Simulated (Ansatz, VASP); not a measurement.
**Two plane-wave programs on Re**

```
CELL_PARAMETERS angstrom
2.76080 0.00000 0.00000
-1.38040 2.39092 0.00000
0.00000 0.00000 4.45820
ATOMIC_POSITIONS crystal
Re 0.66667 0.33333 0.75000
Re 0.33333 0.66667 0.25000
```

Alike in both runs: functional LDA; k mesh 11 × 11 × 6; occupations fermi-dirac, width 0.05 eV; no spin polarisation.

|  | VASP | Ansatz |
| --- | --- | --- |
| version | VASP 6.6.1 | Ansatz 0.2.0 |
| potentials or method | VASP PAW LDA potentials, release 64 (Re) | JTH PAW LDA |
| plane-wave cutoff (eV) | 520 | 1290 |
| valence electrons in the cell | 14 | 30 |
| task | single point | band structure |

|  | VASP | Ansatz | Ansatz less VASP |
| --- | --- | --- | --- |
| gap on the k mesh at the Fermi level (eV) | none | none | - |
| pressure (GPa) | -8.9 | -10.1 | -1.20 |
| traceless stress, the component that is largest in VASP (GPa) | -0.36 | -0.21 | +0.151 |

LDA's correlation is that of Perdew and Zunger in VASP and of Perdew and Wang (1992) in Ansatz. A gap of «none» marks a metal or a gap that the smearing closes. VASP's potentials hold 14 valence electrons a cell and Ansatz's 30, so a difference there can come from the potentials and not from the codes.

Neither program's run includes spin-orbit coupling.
